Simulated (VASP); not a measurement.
# Fe (Fm-3m) in VASP: notebook

The runs below take Fe through single point, with BLYP.

Program: VASP 6.6.1. These are calculated values, not measurements. Logs are shortened: lines on timing, memory, paths and dates and some standing lists are left out, and cuts for length are marked.

## 1. The cell of the first run

It takes space group Fm-3m (No. 225, cubic). The conventional cell has a = 3.351 Å, b = 3.351 Å, c = 3.351 Å, α = 90.00°, β = 90.00°, γ = 90.00°. Within 3.1 Å of Fe (site symmetry m-3m) lie 12 Fe at 2.37 Å.

## 2. Single point, BLYP (volume scaled by 0.88)

INCAR reads:

```
PREC     = Accurate       # precision mode
ENCUT    = 520            # plane-wave cutoff, eV
EDIFF    = 1E-6           # SCF threshold, eV
ISMEAR   = -1             # smearing method
SIGMA    = 0.1            # smearing width, eV
LREAL    = False          # projectors in reciprocal space
LASPH    = True           # aspherical terms in the spheres
NELM     = 80             # most SCF steps
ALGO     = Normal         # electronic algorithm
ISIF     = 2              # what is computed and relaxed
LWAVE    = False          # write WAVECAR
LCHARG   = False          # write CHGCAR
GGA      = B5             # functional
ALDAX    = 1.0          
AGGAX    = 1.0          
AGGAC    = 1.0          
ALDAC    = 0.0          
NBANDS   = 10             # bands
```

KPOINTS reads:

```
Automatic mesh
0
Gamma
  17 17 17
```

POSCAR reads:

```
Fe
1.0
    0.0000000000      1.6755394198      1.6755394198
    1.6755394198      0.0000000000      1.6755394198
    1.6755394198      1.6755394198      0.0000000000
Fe
1
Direct
    0.0000000000      0.0000000000      0.0000000000
```

Potentials or basis: VASP PAW PBE potentials, release 64 (Fe).

Command:

```bash
$ cat potpaw_PBE.64/Fe/POTCAR > POTCAR
$ mpirun -np 1 vasp_std > vasp.out
```

OUTCAR:

```text
PREC = Accurate
   ENCUT = 520
   EDIFF = 1E-6
   ISMEAR = -1
   LREAL = False
   LASPH = True
   NELM = 80
   ISIF = 2
   GGA = B5

 ion  position               nearest neighbor table
   1  0.000  0.000  0.000-

  LATTYP: Found a face centered cubic cell.
 ALAT       =     3.3510788396

  Lattice vectors:

 A1 = (   0.0000000000,   1.6755394198,   1.6755394198)
 A2 = (   1.6755394198,   0.0000000000,   1.6755394198)
 A3 = (   1.6755394198,   1.6755394198,   0.0000000000)

Analysis of symmetry for initial positions (statically):
=====================================================================
 Subroutine PRICEL returns:
 Original cell was already a primitive cell.

 Routine SETGRP: Setting up the symmetry group for a
 face centered cubic supercell.

 Subroutine GETGRP returns: Found 48 space group operations
 (whereof 48 operations were pure point group operations)
 out of a pool of 48 trial point group operations.

The static configuration has the point symmetry O_h .

Analysis of symmetry for dynamics (positions and initial velocities):
=====================================================================
 Subroutine PRICEL returns:
 Original cell was already a primitive cell.

 Routine SETGRP: Setting up the symmetry group for a
 face centered cubic supercell.

 Subroutine GETGRP returns: Found 48 space group operations
 (whereof 48 operations were pure point group operations)
 out of a pool of 48 trial point group operations.

The dynamic configuration has the point symmetry O_h .

 Subroutine INISYM returns: Found 48 space group operations
 (whereof 48 operations are pure point group operations),
 and found     1 'primitive' translations

----------------------------------------------------------------------------------------

                                     Primitive cell

  volume of cell :       9.4079

  direct lattice vectors                    reciprocal lattice vectors
     0.000000000  1.675539420  1.675539420    -0.298411362  0.298411362  0.298411362
     1.675539420  0.000000000  1.675539420     0.298411362 -0.298411362  0.298411362
     1.675539420  1.675539420  0.000000000     0.298411362  0.298411362 -0.298411362

  length of vectors
     2.369570572  2.369570572  2.369570572     0.516863640  0.516863640  0.516863640

  position of ions in fractional coordinates (direct lattice)
     0.000000000  0.000000000  0.000000000

  ion indices of the primitive-cell ions
   primitive index   ion index
                 1           1

----------------------------------------------------------------------------------------

 KPOINTS: Automatic mesh

Automatic generation of k-mesh.
 Grid dimensions read from file:
 generate k-points for:   17   17   17

 Generating k-lattice:

  Cartesian coordinates                     Fractional coordinates (reciprocal lattice)
    -0.017553610  0.017553610  0.017553610     0.058823529  0.000000000  0.000000000
     0.017553610 -0.017553610  0.017553610     0.000000000  0.058823529  0.000000000
     0.017553610  0.017553610 -0.017553610     0.000000000  0.000000000  0.058823529

  Length of vectors
     0.030403744  0.030403744  0.030403744

  Shift w.r.t. Gamma in fractional coordinates (k-lattice)
     0.000000000  0.000000000  0.000000000

 Subroutine IBZKPT returns following result:
 ===========================================

 Found    165 irreducible k-points:

 Following reciprocal coordinates:
            Coordinates               Weight
  0.000000  0.000000  0.000000      1.000000
  0.058824  0.000000  0.000000      8.000000
  0.117647  0.000000  0.000000      8.000000
  0.176471  0.000000  0.000000      8.000000
  0.235294  0.000000  0.000000      8.000000
  0.294118  0.000000  0.000000      8.000000
[... 16 lines left out ...]
 -0.176471  0.058824  0.000000     24.000000
 -0.117647  0.058824  0.000000     24.000000
 [... further k-points ...]
   k-points           NKPTS =    165   k-points in BZ     NKDIM =    165   number of bands    NBANDS=     10
   number of dos      NEDOS =    301   number of ions     NIONS =      1
   total plane-waves  NPLWV =   5832
   dimension x,y,z NGX =    18 NGY =   18 NGZ =   18
   dimension x,y,z NGXF=    36 NGYF=   36 NGZF=   36
   ions per type =               1
   NGX,Y,Z   is equivalent  to a cutoff of  12.63, 12.63, 12.63 a.u.
   NGXF,Y,Z  is equivalent  to a cutoff of  25.26, 25.26, 25.26 a.u.
 SYSTEM =  unknown system
   PREC   = accura    normal or accurate (medium, high low for compatibility)
   ISTART =      0    job   : 0-new  1-cont  2-samecut
   ICHARG =      2    charge: 1-file 2-atom 10-const
   ISPIN  =      1    spin polarized calculation?
   LNONCOLLINEAR =      F non collinear calculations
   LSORBIT =      F    spin-orbit coupling
   LASPH  =      T    aspherical Exc in radial PAW
   ENCUT  =  520.0 eV  38.22 Ry    6.18 a.u.   4.41  4.41  4.41*2*pi/ulx,y,z
   NELM   =     80;   NELMIN=  2; NELMDL= -5     # of ELM steps
   EDIFF  = 0.1E-05   stopping-criterion for ELM
   LREAL  =      F    real-space projection
   EDIFFG = 0.1E-04   stopping-criterion for IOM
   NSW    =      0    number of steps for IOM
   IBRION =     -1    ionic relax: 0-MD 1-quasi-New 2-CG
   NFREE  =      0    steps in history (QN), initial steepest desc. (CG)
   ISIF   =      2    stress and relaxation
   ISYM   =      2    0-nonsym 1-usesym 2-fastsym
   POTIM  = 0.5000    time-step for ionic-motion
   TEBEG  =    0.0;   TEEND  =   0.0 temperature during run
   PSTRESS=    0.0 pullay stress
   NELECT =       8.0000    total number of electrons
   NUPDOWN=      -1.0000    fix difference up-down
   EMIN   =  10.00;   EMAX   =-10.00  energy-range for DOS
   EFERMI =   0.00;   METHOD = LEGACY
   ISMEAR =    -1;   SIGMA  =   0.10  broadening in eV -4-tet -1-fermi 0-gaus
   EFERMI_NEDOS =   21; number of points for ismear=-14 and -15
   IALGO  =     38    algorithm
   IMIX   =      4    mixing-type and parameters
     AMIX     =   0.40;   BMIX     =  1.00
     AMIX_MAG =   1.60;   BMIX_MAG =  1.00
  volume/ion in A,a.u.               =       9.41        63.49
  Fermi-wavevector in a.u.,A,eV,Ry     =   1.550982  2.930932 32.729442  2.405546
  Thomas-Fermi vector in A             =   2.655567
   LORBIT       =      0    0 simple, 1 ext, 2 COOP (PROOUT), +10 PAW based schemes
   GGA     = B5    functional components
   LHFCALC =     F    Hartree Fock is set to
   AEXX    =    0.0000 exact exchange contribution
   IVDW    =     0    specifies the selected vdW correction
   LEPSILON=     F    determine dielectric tensor
   LRPA    =     F    only Hartree local field effects (RPA)
 non-spin polarized calculation
  energy-cutoff  :      520.00
  volume of cell :        9.41
 maximum number of plane-waves:       268
 NGX is ok and might be reduce to    18
   NGX =  9   NGY =  9   NGZ =  9

 number of electron       7.9999993 magnetization

 Free energy of the ion-electron system (eV)
  ---------------------------------------------------
  ext. energy  EPLUGINS =         0.00000000
  ---------------------------------------------------
  free energy    TOTEN  =        -6.85639864 eV

  energy without entropy =       -6.80332694  energy(sigma->0) =       -6.82986279

 E-fermi :   8.3014     XC(G=0): -13.6125

 val. band max:        8.2995273159   @ k =   0.1765   0.0588   0.0000
 cond. band min:       8.3066537591   @ k =  -0.1765   0.2941   0.1176
 fundamental gap:      0.0071264432
 Fermi energy:         8.3014359075

 k-point     1 :       0.0000    0.0000    0.0000
  band No.  band energies     occupation
      1      -0.8077      2.00000
      2       6.4478      2.00000
      3       6.4478      2.00000
      4       6.4478      2.00000
      5       8.1993      1.47036
      6       8.1993      1.47036
      7      32.6705      0.00000
      8      38.6567      0.00000
      9      38.6567      0.00000
     10      38.6567      0.00000

 k-point     2 :       0.0588    0.0000    0.0000
  band No.  band energies     occupation
      1      -0.6491      2.00000
      2       6.3860      2.00000
      3       6.4967      2.00000
      4       6.4967      2.00000
      5       8.1752      1.55880
      6       8.1752      1.55880
      7      32.5607      0.00000
      8      36.9567      0.00000
      9      38.5320      0.00000
     10      38.5320      0.00000

 k-point     3 :       0.1176    0.0000    0.0000
  band No.  band energies     occupation
      1      -0.1866      2.00000
      2       6.2233      2.00000
      3       6.6206      2.00000
      4       6.6206      2.00000
      5       8.1266      1.70341
      6       8.1266      1.70341
      7      31.7239      0.00000
      8      34.8362      0.00000
      9      38.2477      0.00000
     10      38.2477      0.00000

 k-point     4 :       0.1765    0.0000    0.0000
  band No.  band energies     occupation
      1       0.5338      2.00000
      2       6.0267      2.00000
      3       6.7449      2.00000
      4       6.7449      2.00000
      5       8.1297      1.69554
      6       8.1297      1.69554
      7      29.4502      0.00000
      8      33.9422      0.00000
      9      37.9360      0.00000
     10      37.9360      0.00000

 k-point     5 :       0.2353    0.0000    0.0000
  band No.  band energies     occupation
      1       1.4101      2.00000
      2       5.9175      2.00000
      3       6.7675      2.00000
      4       6.7675      2.00000
      5       8.2822      1.09578
      6       8.2822      1.09577
      7      26.6642      0.00000
      8      33.3662      0.00000
      9      37.6599      0.00000
     10      37.6599      0.00000

 k-point     6 :       0.2941    0.0000    0.0000
  band No.  band energies     occupation
      1       2.2384      2.00000
      2       6.0967      2.00000
      3       6.6736      2.00000
      4       6.6736      2.00000
      5       8.5841      0.11178
      6       8.5841      0.11178
      7      23.8981      0.00000
      8      32.7061      0.00000
      9      37.4318      0.00000
     10      37.4318      0.00000
[... 183 lines left out ...]
 k-point    21 :      -0.2941    0.0588    0.0000
  band No.  band energies     occupation
      1       2.5746      2.00000
      2       6.1148      2.00000
      3       6.5814      2.00000
      4       6.6932      2.00000
      5       8.4684      0.31698
      6       9.0933      0.00073
      7      23.0910      0.00000
      8      31.7995      0.00000
      9      35.8772      0.00000
     10      39.5308      0.00000

 k-point    22 :      -0.2353    0.0588    0.0000
  band No.  band energies     occupation
      1       1.8268      2.00000
      2       5.8326      2.00000
      3       6.7236      2.00000
      4       6.8231      2.00000
      5       8.1093      1.74464
      6       8.6999      0.03651
      7      25.8165      0.00000
      8      32.3065      0.00000
      9      36.4581      0.00000
     10      39.5251      0.00000

 k-point    23 :      -0.1765    0.0588    0.0000
  band No.  band energies     occupation
      1       0.9426      2.00000
      2       5.8915      2.00000
      3       6.7826      2.00000
      4       6.8405      2.00000
      5       7.9186      1.95743
      6       8.4102      0.50422
      7      28.6277      0.00000
      8      32.8358      0.00000
      9      36.9603      0.00000
     10      39.5412      0.00000

 k-point    24 :      -0.1176    0.0588    0.0000
  band No.  band energies     occupation
      1       0.1612      2.00000
      2       6.0829      2.00000
      3       6.7131      2.00000
      4       6.7215      2.00000
      5       7.9452      1.94480
      6       8.2662      1.17425
      7      31.1490      0.00000
      8      33.6077      0.00000
      9      37.1907      0.00000
     10      39.4965      0.00000

 [... further k-points ...]
[... 5 lines left out ...]
  --------------------------------------------------------------------------------------
  -------------------------------------------------------------------------------------
  Total        2.5460209      2.5460209      2.5460209      0.0000000      0.0000000      0.0000000
  in kB      433.5893457    433.5893457    433.5893457      0.0000000      0.0000000      0.0000000
  external PRESSURE =     433.5893457 kB  Pullay stress =       0.0000000 kB

 VOLUME and BASIS-vectors are now :
 -----------------------------------------------------------------------------
  energy-cutoff  :      520.00
  volume of cell :        9.41
      direct lattice vectors                 reciprocal lattice vectors
     0.000000000  1.675539420  1.675539420    -0.298411362  0.298411362  0.298411362
     1.675539420  0.000000000  1.675539420     0.298411362 -0.298411362  0.298411362
     1.675539420  1.675539420  0.000000000     0.298411362  0.298411362 -0.298411362

 POSITION                                       TOTAL-FORCE (eV/Angst)
 -----------------------------------------------------------------------------------
      0.00000      0.00000      0.00000        -0.000000      0.000000     -0.000000
 -----------------------------------------------------------------------------------
    total drift:                                0.000000     -0.000000      0.000000

  FREE ENERGIE OF THE ION-ELECTRON SYSTEM (eV)
  ---------------------------------------------------
  free  energy   TOTEN  =        -6.8563986352 eV

  energy  without entropy=       -6.8033269372  energy(sigma->0) =       -6.82986279
```

Wall time 20 s (1 thread of AMD EPYC 7R43 (Zen 3), shared host); peak memory 0.09 GiB.

What came out:

```
Free energy            : -6.8564 eV
Pressure               : 43.4 GPa
Band gap on the k mesh : zero (band 4 reaches 9.70 eV, above the bottom of band 5 at 7.43 eV)
```

Levels at points of the mesh, in eV from the Fermi level:
```csv
k point,band 1,band 2,band 3,band 4,band 5,band 6,band 7,band 8,band 9
"(0.00, 0.00, 0.00)",-9.11,-1.85,-1.85,-1.85,-0.10,-0.10,24.37,30.36,30.36
```

Caveat: the PAW data sets were made with another functional, which shifts forces and pressure a little; the run has no spin polarisation, though such a crystal can be magnetic. Spin polarisation is off, so any magnetic state and its effect on volume and gap are missing.

## 3. Single point, BLYP (volume scaled by 0.92)

INCAR reads:

```
  AGGAC = 1.0
  AGGAX = 1.0
  ALDAC = 0.0
  ALDAX = 1.0
  ALGO = Normal
  EDIFF = 1E-7
  ENCUT = 520
  GGA = B5
  ISIF = 2
  ISMEAR = -1
  LASPH = True
  LCHARG = False
  LREAL = False
  LWAVE = False
  NBANDS = 10
  NELM = 100
  PREC = Accurate
  SIGMA = 0.1
```

KPOINTS reads:

```
k-points
0
Gamma
  17 17 17
```

POSCAR reads:

```
Fe
1.0
    0.0000000000      1.7005511583      1.7005511583
    1.7005511583      0.0000000000      1.7005511583
    1.7005511583      1.7005511583      0.0000000000
Fe
1
Direct
    0.0000000000      0.0000000000      0.0000000000
```

Potentials or basis: VASP PAW PBE potentials, release 64 (Fe).

Command:

```bash
$ cat potpaw_PBE.64/Fe/POTCAR > POTCAR
$ mpirun -np 1 vasp_std > vasp.out
```

Wall time 24 s (1 thread of AMD EPYC 7R43 (Zen 3), shared host); peak memory 0.09 GiB.

The run converged. Its results:

* Free energy: -6.9475 eV
* Pressure: 25.6 GPa
* Band gap on the k mesh: zero (band 4 reaches 9.07 eV, above the bottom of band 5 at 6.95 eV)

Levels at points of the mesh, in eV from the Fermi level:
| k point | band 2 | band 3 | band 4 | band 5 | band 6 | band 7 |
| --- | --- | --- | --- | --- | --- | --- |
| (0.00, 0.00, 0.00) | -1.74 | -1.74 | -1.74 | -0.10 | -0.10 | 24.00 |

Caveat: the PAW data sets were made with another functional, which shifts forces and pressure a little; the run has no spin polarisation, though such a crystal can be magnetic. Spin polarisation is off, so any magnetic state and its effect on volume and gap are missing.

[end of part 1 of 2]
